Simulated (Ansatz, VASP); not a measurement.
**One calculation of Ir, two programs**

```
Ir
1.0
     0.00000    1.94815    1.94815
     1.94815    0.00000    1.94815
     1.94815    1.94815    0.00000
Ir
1
Direct
  0.00000 0.00000 0.00000
```

Alike in both runs: task single point; functional r2SCAN; k mesh 23 × 23 × 23; occupations fermi-dirac, width 0.1 eV; no spin polarisation.

|  | VASP | Ansatz |
| --- | --- | --- |
| version | VASP 6.6.1 | Ansatz 0.2.0 |
| potentials or method | VASP PAW PBE potentials, release 64 (Ir), cutoff 520 eV | plane waves (500 eV) with PAW, scalar-relativistic |
| valence electrons in the cell | 9 | 17 |

|  | VASP | Ansatz | Ansatz less VASP |
| --- | --- | --- | --- |
| pressure (GPa) | -11.6 | -13.6 | -2.02 |

VASP's potentials were made for PBE, not for r2SCAN. VASP's potentials hold 9 valence electrons a cell and Ansatz's 17, so a difference there can come from the potentials and not from the codes.

Neither program's run includes spin-orbit coupling.
